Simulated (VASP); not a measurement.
A run of VASP 6.6.1:

The input INCAR:

```
SYSTEM = Fe
PREC = Accurate
ENCUT = 520
EDIFF = 1E-8
ISMEAR = -1
SIGMA = 0.05
LREAL = .False.
LASPH = .True.
NELM = 150
ALGO = Normal
ISIF = 2
LWAVE = .False.
LCHARG = .False.
ISPIN = 2
MAGMOM = 3
LORBIT = 11
LMAXMIX = 4
GGA = CA
LEFG = .True.
NBANDS = 14
```

File KPOINTS:

```
Automatic mesh
0
Gamma
  16 16 16
  0 0 0
```

POSCAR

```
Fe
1.0
    0.0000000000      1.9481907004      1.9716337988
    1.5034179515      0.0000000000      1.9716337988
    1.5034179515      1.9481907004      0.0000000000
Fe
1
Direct
    0.0000000000      0.0000000000      0.0000000000
```

Potentials or basis: VASP PAW LDA potentials, release 64 (Fe).

Launch:

```bash
$ cat potpaw_LDA.64/Fe/POTCAR > POTCAR
$ mpirun -np 1 vasp_std > vasp.out
```

Hardware: 1 thread of Intel Xeon 8259CL (shared host).

**Question.** Estimate the wall time of this run.

**Answer.** It took 3.7 min on 1 thread of Intel Xeon 8259CL, with other jobs on the host, peak memory 0.26 GiB. Counts: scf iterations 16, k points 621.
